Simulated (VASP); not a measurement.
Co:

```
Co
1.0
     2.61631    0.00000    0.00000
    -1.30816    2.26579    0.00000
     0.00000    0.00000    4.22029
Co
2
Direct
  0.66667 0.33333 0.25000
  0.33333 0.66667 0.75000
```

Base run:

| Quantity | Value |
| --- | --- |
| Program | VASP 6.6.1 |
| Functional | LDA |
| Potentials or basis | VASP PAW LDA potentials, release 64 (Co) |
| Cutoff | 520 eV |
| k mesh | 24 × 24 × 12 |
| Occupations | gaussian, width 0.15 eV |
| Spin | collinear spin, ferromagnetic start |
| Starting moments | [1.925, 1.925] μB |
| Fixed moment | 3.85 μB |

Its results: pressure -31.8 GPa; site moments Co +1.92 μB.

Question: The run is repeated on the same cell with these changes: fixed moment from 3.85 μB to 2.2 μB; moments at the start from [1.92, 1.92] to [1.1, 1.1]. What comes out?

Answer: Pressure -40.3 GPa; site moments Co +1.13 μB.

Caveats: the total moment is fixed, so each spin has its own Fermi level.
